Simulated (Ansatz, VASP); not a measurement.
## LiNbO3 in VASP and in Ansatz

```
Li Nb O
1.0
     3.95283    0.00000    0.00000
     0.00000    3.95283    0.00000
     0.00000    0.00000    3.95283
Li Nb O
1 1 3
Direct
  0.00000 0.00000 0.00000
  0.50000 0.50000 0.50000
  0.50000 0.50000 0.00000
  0.50000 0.00000 0.50000
  0.00000 0.50000 0.50000
```

Change from the starting cell: hydrostatic strain +0.5%.

Alike in both runs: task single point; functional HSE06; k mesh 4 × 4 × 4; no spin polarisation.

|  | VASP | Ansatz |
| --- | --- | --- |
| version | VASP 6.6.1 | Ansatz 0.2.0 |
| potentials or method | VASP PAW PBE potentials, release 64 (Li_sv, Nb_sv, O) | plane waves, PAW |
| plane-wave cutoff (eV) | 520 | 420 |
| occupations | gaussian, width 0.01 eV | fixed |
| valence electrons in the cell | 34 | 34 |

VASP gave:

- gap on the k mesh at the Fermi level (eV): 2.93

**Question.** What did Ansatz give for the same quantities?

**Answer.** gap on the k mesh at the Fermi level (eV): 2.95.

Ansatz's warnings: stress exchange threshold loose, stress scf threshold loose.

Noted on VASP's run: the cutoff is under 1.25 times that of the potentials, so the pressure is a little rough.
